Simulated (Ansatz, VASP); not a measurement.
**Ag3B: VASP beside Ansatz**

```xyz
4
Lattice="3.0062 0.0000 0.0000 -1.5031 2.6035 0.0000 0.0000 0.0000 7.8140" Properties=species:S:1:pos:R:3 pbc="T T T"
Ag    1.5031    0.8678    3.9070
Ag    0.0000    1.7356    1.5078
Ag    0.0000    1.7356    6.3062
B     1.5031    0.8678    0.0000
```

Alike in both runs: task electric field gradients; functional PBE; k mesh 18 × 18 × 6; occupations fermi-dirac, width 0.15 eV; no spin polarisation.

|  | VASP | Ansatz |
| --- | --- | --- |
| version | VASP 6.6.1 | Ansatz 0.2.0 |
| potentials or method | VASP PAW PBE potentials, release 64 (Ag, B), cutoff 520 eV | scalar-relativistic, plane waves, PAW |
| valence electrons in the cell | 36 | 60 |

|  | VASP | Ansatz | Ansatz less VASP |
| --- | --- | --- | --- |
| gap on the k mesh at the Fermi level (eV) | none | none | - |
| pressure (GPa) | -0.1 | 0.0 | +0.09 |
| traceless stress, the component that is largest in VASP (GPa) | 0.06 | 0.01 | -0.051 |
| rms of the force components (eV/Å) | 0.004 | 0.000 | -0.0034 |
| size of Vzz on the site where it differs most (V/Å²) | 23.8 | 21.5 | -2.26 |

Atom by atom the forces differ by 0.004 eV/Å (rms over components). A gap of «none» marks a metal or a gap that the smearing closes. With one functional, cell and mesh, what is left measures potentials, basis and numerics. VASP's potentials hold 36 valence electrons a cell and Ansatz's 60, so a difference there can come from the potentials and not from the codes.
